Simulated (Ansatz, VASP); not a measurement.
# Al2Zn: VASP beside Ansatz

Contents of INCAR:

```
PREC     = Accurate       # precision mode
ENCUT    = 520            # plane-wave cutoff, eV
EDIFF    = 1E-7           # SCF threshold, eV
ISMEAR   = 0              # smearing method
SIGMA    = 0.15           # smearing width, eV
LREAL    = False          # projectors in reciprocal space
LASPH    = True           # aspherical terms in the spheres
NELM     = 60             # most SCF steps
ALGO     = Fast           # electronic algorithm
ISIF     = 2              # what is computed and relaxed
LWAVE    = False          # write WAVECAR
LCHARG   = False          # write CHGCAR
NBANDS   = 16             # bands
```

The input KPOINTS:

```
Automatic mesh
0
Gamma
  18 18 8
```

Contents of POSCAR:

```
Al2Zn
1.0
    2.6069126373      0.0000000000      0.0000000000
   -1.3034563186      2.2576525694      0.0000000000
    0.0000000000      0.0000000000      7.7065551385
Al Zn
2 1
Direct
    0.3333333333      0.6666666667      0.3282219152
    0.6666666667      0.3333333333      0.6717780848
    0.0000000000      0.0000000000      0.0000000000
```

Input for Ansatz:

```yaml
crystal:
  lattice:
    - [2.6069126373, 0.0, 0.0]
    - [-1.3034563186, 2.2576525694, 0.0]
    - [0.0, 0.0, 7.7065551385]
  atoms:
    - { symbol: Al, position: [0.3333333333, 0.6666666667, 0.3282219152] }
    - { symbol: Al, position: [0.6666666667, 0.3333333333, 0.6717780848] }
    - { symbol: Zn, position: [0.0, 0.0, 0.0] }
basis:
  ecutwfc: 520.0
kpoints:
  mp_grid: { grid: [18, 18, 8] }
hamiltonian:
  xc: lda
  pseudopotentials: { kind: paw }
scf:
  occupations: { method: gaussian, width: 0.15 }
output:
  forces: true
  stress: true
  eigenvalues: true
  write_density: true
  write_potential: true
  elf: true
  volumetric_format: npy
```

Alike in both runs: task single point; functional LDA; k mesh 18 × 18 × 8; occupations gaussian, width 0.15 eV; no spin polarisation.

|  | VASP | Ansatz |
| --- | --- | --- |
| version | VASP 6.6.1 | Ansatz 0.2.0 |
| potentials or method | VASP PAW LDA potentials, release 64 (Al, Zn), cutoff 520 eV | scalar-relativistic, plane waves, PAW |
| valence electrons in the cell | 18 | 18 |

|  | VASP | Ansatz | Ansatz less VASP |
| --- | --- | --- | --- |
| gap on the k mesh at the Fermi level (eV) | none | none | - |
| pressure (GPa) | 4.5 | 4.2 | -0.31 |
| traceless stress, the component that is largest in VASP (GPa) | -9.66 | -9.51 | +0.156 |
| rms of the force components (eV/Å) | 0.018 | 0.015 | -0.0034 |

LDA's correlation is that of Perdew and Zunger in VASP and of Perdew and Wang (1992) in Ansatz. Atom by atom the forces differ by 0.003 eV/Å (rms over components). A gap of «none» marks a metal or a gap that the smearing closes.
